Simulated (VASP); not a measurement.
# La2O3 (P321) in VASP: further runs

The runs below take La2O3 through single point, with PBE, LDA.

Everything below comes from runs of VASP 6.6.1. Logs are shortened: lines on timing, memory, paths and dates and some standing lists are left out, and cuts for length are marked.

## 1. The cell of the first run

The structure is trigonal, space group P321 (No. 150). Conventional cell: a = 6.370 Å, b = 6.370 Å, c = 3.290 Å, α = 90.00°, β = 90.00°, γ = 120.00°. Within 3.3 Å of La (site symmetry 3) lie 6 O at 2.46 to 2.47 Å and 2 La at 3.29 Å. O (site symmetry 2) has 4 La at 2.46 to 2.47 Å and 6 O at 3.19 to 3.29 Å within 3.3 Å.

## 2. Single point, PBE

The input, INCAR:

```
SYSTEM = La2O3
  PREC = Accurate
  ENCUT = 520
  EDIFF = 1E-7
  ISMEAR = -1
  SIGMA = 0.05
  LREAL = .False.
  LASPH = .True.
  NELM = 100
  ALGO = Normal
  ISIF = 2
  LWAVE = .False.
  LCHARG = .False.
  GGA = PE
  NBANDS = 28
```

The input, KPOINTS:

```
regular mesh
0
Gamma
  5 5 8
  0 0 0
```

The input, POSCAR:

```
La2O3
1.0
    6.3702727145      0.0000000000      0.0000000000
   -3.1851363572      5.5168179998      0.0000000000
    0.0000000000      0.0000000000      3.2898942108
La O
2 3
Direct
    0.6666666667      0.3333333333      0.4981030000
    0.3333333333      0.6666666667      0.5018970000
    0.5046070000      0.0000000000      0.0000000000
    0.0000000000      0.5046070000      0.0000000000
    0.4953930000      0.4953930000      0.0000000000
```

Potentials or basis: VASP PAW PBE potentials, release 64 (La, O).

Started as:

```bash
cat potpaw_PBE.64/La/POTCAR potpaw_PBE.64/O/POTCAR > POTCAR
mpirun -np 1 vasp_std > vasp.out
```

OUTCAR:

```text
SYSTEM = La2O3
   PREC = Accurate
   ENCUT = 520
   EDIFF = 1E-7
   ISMEAR = -1
   LREAL = .False.
   LASPH = .True.
   NELM = 100
   ISIF = 2
   GGA = PE

 ion  position               nearest neighbor table
   1  0.667  0.333  0.498-   3 2.46   4 2.46   5 2.46   3 2.47   4 2.47   5 2.47   2 3.68   2 3.68
                             2 3.68
   2  0.333  0.667  0.502-   4 2.46   3 2.46   5 2.46   4 2.47   3 2.47   5 2.47   1 3.68   1 3.68
                             1 3.68
   3  0.505  0.000  0.000-   1 2.46   2 2.46   1 2.47   2 2.47
   4  0.000  0.505  0.000-   2 2.46   1 2.46   2 2.47   1 2.47
   5  0.495  0.495  0.000-   2 2.46   1 2.46   2 2.47   1 2.47

  LATTYP: Found a hexagonal cell.
 ALAT       =     6.3702727145
 C/A-ratio  =     0.5164447989

  Lattice vectors:

 A1 = (   6.3702727145,   0.0000000000,   0.0000000000)
 A2 = (  -3.1851363572,   5.5168179998,   0.0000000000)
 A3 = (   0.0000000000,   0.0000000000,   3.2898942108)

Analysis of symmetry for initial positions (statically):
=====================================================================
 Subroutine PRICEL returns:
 Original cell was already a primitive cell.

 Routine SETGRP: Setting up the symmetry group for a
 hexagonal supercell.

 Subroutine GETGRP returns: Found  6 space group operations
 (whereof  6 operations were pure point group operations)
 out of a pool of 24 trial point group operations.

The static configuration has the point symmetry D_3 .

Analysis of symmetry for dynamics (positions and initial velocities):
=====================================================================
 Subroutine PRICEL returns:
 Original cell was already a primitive cell.

 Routine SETGRP: Setting up the symmetry group for a
 hexagonal supercell.

 Subroutine GETGRP returns: Found  6 space group operations
 (whereof  6 operations were pure point group operations)
 out of a pool of 24 trial point group operations.

The dynamic configuration has the point symmetry D_3 .

 Subroutine INISYM returns: Found  6 space group operations
 (whereof  6 operations are pure point group operations),
 and found     1 'primitive' translations

----------------------------------------------------------------------------------------

                                     Primitive cell

  volume of cell :     115.6188

  direct lattice vectors                    reciprocal lattice vectors
     6.370272715  0.000000000  0.000000000     0.156979151  0.090631955  0.000000000
    -3.185136357  5.516818000  0.000000000     0.000000000  0.181263910  0.000000000
     0.000000000  0.000000000  3.289894211     0.000000000  0.000000000  0.303961142

  length of vectors
     6.370272715  6.370272714  3.289894211     0.181263910  0.181263910  0.303961142

  position of ions in fractional coordinates (direct lattice)
     0.666666667  0.333333333  0.498103000
     0.333333333  0.666666667  0.501897000
     0.504607000  0.000000000  0.000000000
     0.000000000  0.504607000  0.000000000
     0.495393000  0.495393000  0.000000000

  ion indices of the primitive-cell ions
   primitive index   ion index
                 1           1
                 2           2
                 3           3
                 4           4
                 5           5

----------------------------------------------------------------------------------------

 KPOINTS: regular mesh

Automatic generation of k-mesh.
 Grid dimensions read from file:
 generate k-points for:    5    5    8

 Generating k-lattice:

  Cartesian coordinates                     Fractional coordinates (reciprocal lattice)
     0.031395830  0.018126391  0.000000000     0.200000000  0.000000000  0.000000000
     0.000000000  0.036252782  0.000000000     0.000000000  0.200000000  0.000000000
     0.000000000  0.000000000  0.037995143     0.000000000  0.000000000  0.125000000

  Length of vectors
     0.036252782  0.036252782  0.037995143

  Shift w.r.t. Gamma in fractional coordinates (k-lattice)
     0.000000000  0.000000000  0.000000000

 Subroutine IBZKPT returns following result:
[... 45 lines left out ...]

  energy without entropy =      -40.77803083  energy(sigma->0) =      -40.77803083

 E-fermi :   3.9112     XC(G=0):  -8.2052

 val. band max:        3.0886585327   @ k =   0.0000   0.0000   0.5000
 cond. band min:       4.7311978900   @ k =   0.0000   0.0000   0.0000
 fundamental gap:      1.6425393573
 Fermi energy:         3.9111900206

 k-point     1 :       0.0000    0.0000    0.0000
  band No.  band energies     occupation
      1     -27.4609      2.00000
      2     -27.2718      2.00000
      3     -14.2505      2.00000
      4     -14.2505      2.00000
      5     -12.6589      2.00000
      6     -11.0100      2.00000
[... 20 lines left out ...]
     27       7.8580      0.00000
     28       7.8611      0.00000

 k-point     2 :       0.2000    0.0000    0.0000
  band No.  band energies     occupation
      1     -27.4455      2.00000
      2     -27.2881      2.00000
      3     -14.2554      2.00000
      4     -14.1578      2.00000
      5     -12.8810      2.00000
      6     -10.9864      2.00000
[... 20 lines left out ...]
     27       7.8723      0.00000
     28       7.8758      0.00000

 k-point     3 :       0.4000    0.0000    0.0000
  band No.  band energies     occupation
      1     -27.4094      2.00000
      2     -27.3257      2.00000
      3     -14.2632      2.00000
      4     -13.9313      2.00000
      5     -13.2677      2.00000
      6     -10.9472      2.00000
[... 20 lines left out ...]
     27       7.8874      0.00000
     28       7.9053      0.00000

 k-point     4 :       0.2000    0.2000    0.0000
  band No.  band energies     occupation
      1     -27.4184      2.00000
      2     -27.3164      2.00000
      3     -14.2639      2.00000
      4     -13.9851      2.00000
      5     -13.1853      2.00000
      6     -10.9462      2.00000
[... 578 lines left out ...]
     27       7.6276      0.00000
     28       7.6662      0.00000

 k-point    23 :       0.4000    0.0000    0.3750
  band No.  band energies     occupation
      1     -27.1393      2.00000
      2     -27.0743      2.00000
      3     -14.3776      2.00000
      4     -13.8135      2.00000
      5     -13.2085      2.00000
      6     -11.4934      2.00000
[... 20 lines left out ...]
     27       7.6913      0.00000
     28       7.7833      0.00000

 k-point    24 :       0.0000    0.4000    0.3750
  band No.  band energies     occupation
      1     -27.1393      2.00000
      2     -27.0743      2.00000
      3     -14.3776      2.00000
      4     -13.8136      2.00000
      5     -13.2084      2.00000
      6     -11.4937      2.00000
[... 20 lines left out ...]
     27       7.6891      0.00000
     28       7.7785      0.00000

 [... further k-points ...]

------------------------ aborting loop because EDIFF is reached ----------------------------------------

  FORCE on cell =-STRESS in cart. coord.  units (eV):
  Direction    XX          YY          ZZ          XY          YZ          ZX
  --------------------------------------------------------------------------------------
  -------------------------------------------------------------------------------------
  Total       -0.1474008     -0.1474008     -0.3619947     -0.0000000     -0.0000000      0.0000000
  in kB       -2.0425928     -2.0425928     -5.0163083     -0.0000000     -0.0000000      0.0000000
  external PRESSURE =      -3.0338313 kB  Pullay stress =       0.0000000 kB

 VOLUME and BASIS-vectors are now :
 -----------------------------------------------------------------------------
  energy-cutoff  :      520.00
  volume of cell :      115.62
      direct lattice vectors                 reciprocal lattice vectors
     6.370272715  0.000000000  0.000000000     0.156979151  0.090631955  0.000000000
    -3.185136357  5.516818000  0.000000000     0.000000000  0.181263910  0.000000000
     0.000000000  0.000000000  3.289894211     0.000000000  0.000000000  0.303961142

 POSITION                                       TOTAL-FORCE (eV/Angst)
 -----------------------------------------------------------------------------------
      3.18514      1.83894      1.63871        -0.000000     -0.000000      0.010091
     -0.00000      3.67788      1.65119        -0.000000     -0.000000     -0.010091
      3.21448      0.00000      0.00000        -0.036289     -0.000000     -0.000000
     -1.60724      2.78382      0.00000         0.018145     -0.031427     -0.000000
      1.57789      2.73299      0.00000         0.018145      0.031427     -0.000000
 -----------------------------------------------------------------------------------
    total drift:                               -0.000001     -0.000001      0.000000

  FREE ENERGIE OF THE ION-ELECTRON SYSTEM (eV)
  ---------------------------------------------------
  free  energy   TOTEN  =       -40.7780308310 eV

  energy  without entropy=      -40.7780308297  energy(sigma->0) =      -40.77803083
```

It took 94 s on 1 thread of AMD EPYC 7R13 (Zen 3), shared host; peak memory 0.25 GiB.

What came out:

```
Free energy            : -40.7780 eV
Pressure               : -0.3 GPa
Largest force          : 0.036 eV/Å
Band gap on the k mesh : 1.64 eV, indirect (least direct gap 2.08 eV)
```

Forces in eV/Å, atoms in the order of the input:
```
La   0.000  0.000  0.010
La   0.000  0.000 -0.010
O   -0.036  0.000  0.000
O    0.018 -0.031  0.000
O    0.018  0.031  0.000
```

Stress tensor (GPa, compression positive):
```
-0.20  0.00  0.00
 0.00 -0.20  0.00
 0.00  0.00 -0.50
```

Levels at points of the mesh, in eV from the valence-band top:
| k point | band 18 | band 19 | band 20 | band 21 | band 22 | band 23 |
| --- | --- | --- | --- | --- | --- | --- |
| (0.00, 0.00, 0.00) | -0.94 | -0.63 | -0.43 | 1.64 | 3.51 | 4.00 |
| (0.00, 0.00, 0.50) | -1.08 | -0.25 | 0.00 | 4.28 | 4.33 | 4.36 |

Caveat: spin-orbit coupling is left out, which moves the levels of the heavy elements. Expect the measured gap to be larger: semilocal functionals such as PBE lack the derivative discontinuity.

## 3. Single point, PBE (volume scaled by 1.02)

The input, INCAR:

```
SYSTEM = La2O3
PREC = Accurate ; ENCUT = 520
EDIFF = 1E-7 ; ISMEAR = -1
SIGMA = 0.05 ; LREAL = .False.
LASPH = .True. ; NELM = 100
ALGO = Normal ; ISIF = 2
LWAVE = .False. ; LCHARG = .True.
GGA = PE ; LELF = .True.
LVHAR = .True. ; NBANDS = 28
```

KPOINTS is that of step 2.

POSCAR: that of step 2 with these lines changed.

```diff
@@ -2,5 +2,5 @@
 1.0
-    6.3702727145      0.0000000000      0.0000000000
-   -3.1851363572      5.5168179998      0.0000000000
-    0.0000000000      0.0000000000      3.2898942108
+    6.4124611805      0.0000000000      0.0000000000
+   -3.2062305902      5.5533542831      0.0000000000
+    0.0000000000      0.0000000000      3.3116822246
 La O
```

Potentials or basis: VASP PAW PBE potentials, release 64 (La, O).

Started as:

```bash
cat potpaw_PBE.64/La/POTCAR potpaw_PBE.64/O/POTCAR > POTCAR
mpirun -np 1 vasp_std > vasp.out
```

It took 1.8 min on 1 thread of AMD EPYC 7R13 (Zen 3), shared host; peak memory 0.27 GiB.

Results (log left out):

* Free energy: -40.7624 eV
* Pressure: -2.0 GPa
* Largest force: 0.042 eV/Å
* Band gap on the k mesh: 1.73 eV, indirect (least direct gap 2.11 eV)

Forces on the atoms (eV/Å):
```
La   0.000  0.000  0.007
La   0.000  0.000 -0.007
O   -0.042  0.000  0.000
O    0.021 -0.036  0.000
O    0.021  0.036  0.000
```

Stress tensor (GPa, compression positive):
```
-1.65  0.00  0.00
 0.00 -1.65  0.00
 0.00  0.00 -2.82
```

Levels at points of the mesh, in eV from the valence-band top:
| k point | band 16 | band 17 | band 18 | band 19 | band 20 | band 21 | band 22 | band 23 | band 24 | band 25 |
| --- | --- | --- | --- | --- | --- | --- | --- | --- | --- | --- |
| (0.00, 0.00, 0.00) | -1.68 | -0.87 | -0.87 | -0.52 | -0.38 | 1.73 | 3.55 | 4.00 | 4.00 | 4.71 |
| (0.00, 0.00, 0.50) | -1.39 | -0.97 | -0.97 | -0.15 | 0.00 | 4.26 | 4.32 | 4.34 | 4.40 | 4.42 |

Caveat: spin-orbit coupling is left out, which moves the levels of the heavy elements. A k mesh can miss the band edges.

## 4. Single point, PBE (volume scaled by 1.04)

The input, INCAR:

```
PREC = Accurate
ENCUT = 520
EDIFF = 1E-6
ISMEAR = -1
SIGMA = 0.05
LREAL = F
LASPH = T
NELM = 60
ALGO = Normal
ISIF = 2
LWAVE = F
LCHARG = F
GGA = PE
NBANDS = 28
```

The input, KPOINTS:

```
regular mesh
0
Gamma
  5 5 8
```

POSCAR: that of step 3 with these lines changed.

```diff
@@ -2,5 +2,5 @@
 1.0
-    6.4124611805      0.0000000000      0.0000000000
-   -3.2062305902      5.5533542831      0.0000000000
-    0.0000000000      0.0000000000      3.3116822246
+    6.4541017056      0.0000000000      0.0000000000
+   -3.2270508527      5.5894160357      0.0000000000
+    0.0000000000      0.0000000000      3.3331872572
 La O
```

Started as:

```bash
cat potpaw_PBE.64/La/POTCAR potpaw_PBE.64/O/POTCAR > POTCAR
mpirun -np 1 vasp_std > vasp.out
```

Run time: 99 s. Hardware: 1 thread of AMD EPYC 7R13 (Zen 3), shared host; peak memory 0.27 GiB.

The run converged. Its results:

* Free energy: -40.7229 eV
* Pressure: -3.6 GPa
* Largest force: 0.046 eV/Å
* Band gap on the k mesh: 1.81 eV, indirect (least direct gap 2.14 eV)

Forces in eV/Å, atoms in the order of the input:
```
La   0.000  0.000  0.003
La   0.000  0.000 -0.003
O   -0.046  0.000  0.000
O    0.023 -0.040  0.000
O    0.023  0.040  0.000
```

Stress tensor (GPa, compression positive):
```
-2.94  0.00  0.00
 0.00 -2.94  0.00
 0.00  0.00 -4.91
```

Levels at points of the mesh, in eV from the valence-band top:
```tsv
k point	band 16	band 17	band 18	band 19	band 20	band 21	band 22	band 23	band 24	band 25
(0.00, 0.00, 0.00)	-1.55	-0.80	-0.80	-0.42	-0.32	1.81	3.58	4.00	4.00	4.67
(0.00, 0.00, 0.50)	-1.33	-0.86	-0.86	-0.06	0.00	4.23	4.31	4.31	4.36	4.40
```

Caveat: spin-orbit coupling is left out, which moves the levels of the heavy elements. A k mesh can miss the band edges.

## 5. Single point, PBE (volume scaled by 1.06)

The input, INCAR:

```
SYSTEM = La2O3
PREC = Accurate
ENCUT = 520
EDIFF = 1E-6
ISMEAR = -1
SIGMA = 0.05
LREAL = .False.
LASPH = .True.
NELM = 60
ALGO = Normal
ISIF = 2
LWAVE = .False.
LCHARG = .False.
GGA = PE
NBANDS = 28
```

The input, KPOINTS:

```
Automatic mesh
0
Gamma
  5 5 8
  0 0 0
```

POSCAR: that of step 4 with these lines changed.

```diff
@@ -2,5 +2,5 @@
 1.0
-    6.4541017056      0.0000000000      0.0000000000
-   -3.2270508527      5.5894160357      0.0000000000
-    0.0000000000      0.0000000000      3.3331872572
+    6.4952117420      0.0000000000      0.0000000000
+   -3.2476058710      5.6250183716      0.0000000000
+    0.0000000000      0.0000000000      3.3544183217
 La O
```

Started as:

```bash
cat potpaw_PBE.64/La/POTCAR potpaw_PBE.64/O/POTCAR > POTCAR
mpirun -np 1 vasp_std > vasp.out
```

Run time: 1.7 min. Hardware: 1 thread of AMD EPYC 7R13 (Zen 3), shared host; peak memory 0.27 GiB.

It converged, with:

* Free energy: -40.6620 eV
* Pressure: -5.0 GPa
* Largest force: 0.050 eV/Å
* Band gap on the k mesh: 1.87 eV, indirect (least direct gap 2.16 eV)

Forces on the atoms (eV/Å):
```
La   0.000  0.000 -0.001
La   0.000  0.000  0.001
O   -0.050  0.000  0.000
O    0.025 -0.044  0.000
O    0.025  0.044  0.000
```

Stress tensor (GPa, compression positive):
```
-4.11  0.00  0.00
 0.00 -4.11  0.00
 0.00  0.00 -6.79
```

Levels at points of the mesh, in eV from the valence-band top:
| k point | band 18 | band 19 | band 20 | band 21 | band 22 | band 23 |
| --- | --- | --- | --- | --- | --- | --- |
| (0.00, 0.00, 0.00) | -0.75 | -0.35 | -0.29 | 1.87 | 3.58 | 3.98 |
| (0.00, 0.00, 0.50) | -0.78 | -0.02 | 0.00 | 4.18 | 4.26 | 4.27 |

Caveat: spin-orbit coupling is left out, which moves the levels of the heavy elements. A k mesh can miss the band edges.

## 6. Single point, LDA (volume scaled by 0.94)

The input, INCAR:

```
SYSTEM = La2O3
  PREC = Accurate
  ENCUT = 520
  EDIFF = 1E-6
  ISMEAR = -1
  SIGMA = 0.05
  LREAL = .FALSE.
  LASPH = .TRUE.
  NELM = 60
  ALGO = Normal
  ISIF = 2
  LWAVE = .FALSE.
  LCHARG = .FALSE.
  NBANDS = 28
```

The input, KPOINTS:

```
Automatic mesh
0
G
  5 5 8
  0 0 0
```

POSCAR: that of step 5 with these lines changed.

```diff
@@ -2,5 +2,5 @@
 1.0
-    6.4952117420      0.0000000000      0.0000000000
-   -3.2476058710      5.6250183716      0.0000000000
-    0.0000000000      0.0000000000      3.3544183217
+    6.2402306599      0.0000000000      0.0000000000
+   -3.1201153299      5.4041982769      0.0000000000
+    0.0000000000      0.0000000000      3.2227346680
 La O
```

Potentials or basis: VASP PAW LDA potentials, release 64 (La, O).

Started as:

```bash
cat potpaw_LDA.64/La/POTCAR potpaw_LDA.64/O/POTCAR > POTCAR
mpirun -np 1 vasp_std > vasp.out
```

Wall time 47 s (1 thread of Intel Xeon 6975P-C (Granite Rapids), shared host); peak memory 0.24 GiB.

It converged, with:

- Free energy: -44.4420 eV
- Pressure: 0.7 GPa
- Largest force: 0.033 eV/Å
- Band gap on the k mesh: 1.16 eV, indirect (least direct gap 1.80 eV)

Forces in eV/Å, atoms in the order of the input:
```
La   0.000  0.000  0.021
La   0.000  0.000 -0.021
O   -0.033  0.000  0.000
O    0.016 -0.029  0.000
O    0.016  0.029  0.000
```

Stress tensor (GPa, compression positive):
```
0.56 0.00 0.00
0.00 0.56 0.00
0.00 0.00 1.07
```

Levels at points of the mesh, in eV from the valence-band top:
| k point | band 17 | band 18 | band 19 | band 20 | band 21 | band 22 | band 23 | band 24 |
| --- | --- | --- | --- | --- | --- | --- | --- | --- |
| (0.00, 0.00, 0.00) | -1.21 | -1.21 | -1.03 | -0.64 | 1.16 | 3.17 | 3.79 | 3.79 |
| (0.00, 0.00, 0.50) | -1.52 | -1.52 | -0.59 | 0.00 | 4.13 | 4.16 | 4.24 | 4.25 |

Caveat: spin-orbit coupling is left out, which moves the levels of the heavy elements. A k mesh can miss the band edges.

## 7. Overview

```tsv
level	potentials or basis	cell	gap on the mesh (eV)	pressure (GPa)	largest force (eV/Å)
PBE	VASP PAW PBE potentials, release 64 (La, O)	a = 6.370, b = 6.370, c = 3.290 Å, angles 90.0, 90.0, 120.0°, 5 atoms	1.64	-0.3	0.04
PBE	VASP PAW PBE potentials, release 64 (La, O)	a = 6.412, b = 6.412, c = 3.312 Å, angles 90.0, 90.0, 120.0°, 5 atoms	1.73	-2.0	0.04
PBE	VASP PAW PBE potentials, release 64 (La, O)	a = 6.454, b = 6.454, c = 3.333 Å, angles 90.0, 90.0, 120.0°, 5 atoms	1.81	-3.6	0.05
PBE	VASP PAW PBE potentials, release 64 (La, O)	a = 6.495, b = 6.495, c = 3.354 Å, angles 90.0, 90.0, 120.0°, 5 atoms	1.87	-5.0	0.05
LDA	VASP PAW LDA potentials, release 64 (La, O)	a = 6.240, b = 6.240, c = 3.223 Å, angles 90.0, 90.0, 120.0°, 5 atoms	1.16	0.7	0.03
```

Alike in all rows: task single point; no spin polarisation; k mesh 5 × 5 × 8; cutoff (eV) 520; smearing fermi-dirac 0.05 eV.

Caveats: spin-orbit coupling is left out, which moves the levels of the heavy elements.

Absolute energies hang on the potentials; compare differences alone.
